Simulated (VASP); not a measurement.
Si4Cl, 5 atoms in the cell. The cell holds a slab with vacuum, 5 atoms: a = 3.833 Å, b = 3.833 Å, c = 21.008 Å, α = 90.00°, β = 90.00°, γ = 120.00°. 

* Program: VASP 6.6.1
* Task: single point
* Functional: PBE
* Dispersion: D3(BJ)
* Potentials or basis: VASP PAW PBE potentials, release 64 (Si, Cl)
* Cutoff: 400 eV
* k mesh: 9 × 9 × 1
* Occupations: gaussian, width 0.05 eV
* Spin: collinear spin
* Starting moments: [0.0, 0.0, 0.0, 0.0, 1.0] μB
* Dipole correction: yes
* Further INCAR settings: ALGO = Normal; EDIFF = 1e-06; NBANDS = 24; NELMDL = -8

Potentials or basis: VASP PAW PBE potentials, release 64 (Si, Cl).

Command:

```bash
$ cat potpaw_PBE.64/Si/POTCAR potpaw_PBE.64/Cl/POTCAR > POTCAR
$ mpirun -np 1 vasp_std > vasp.out
```

Hardware: 1 thread of AMD EPYC 7R13, on a shared host.

Task: Estimate the wall time of this run.

Result: Wall time 8.4 min on 1 thread of AMD EPYC 7R13 (shared host), peak memory 0.43 GiB. Counts: scf iterations 41, k points 12.
